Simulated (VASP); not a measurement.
A run of VASP 6.6.1:

The input INCAR:

```
ALGO = Normal
EDIFF = 1E-6
ENCUT = 520
ISIF = 2
ISMEAR = 0
ISPIN = 2
LASPH = T
LCHARG = F
LMAXMIX = 4
LORBIT = 11
LREAL = F
LWAVE = F
MAGMOM = 0.607
NBANDS = 15
NELM = 150
PREC = Accurate
SIGMA = 0.6
```

The input KPOINTS:

```
k-points
0
Gamma
  16 16 16
```

File POSCAR:

```
Ni
1.0
    0.0000000000      1.7124646296      1.7124646296
    1.7124646296      0.0000000000      1.7124646296
    1.7124646296      1.7124646296      0.0000000000
Ni
1
Direct
    0.0000000000      0.0000000000      0.0000000000
```

Potentials or basis: VASP PAW LDA potentials, release 64 (Ni).

The run is started by

```bash
$ cat potpaw_LDA.64/Ni/POTCAR > POTCAR
$ mpirun -np 1 vasp_std > vasp.out
```

Hardware: 1 thread of Intel(R) Xeon(R) Platinum 8488C (Sapphire Rapids), on a shared host.

Task: Estimate the wall time of this run.

Result: Run time: 44 s on 1 thread of Intel(R) Xeon(R) Platinum 8488C (Sapphire Rapids), on a shared host, peak memory 0.14 GiB. Counts: scf iterations 14, k points 145.
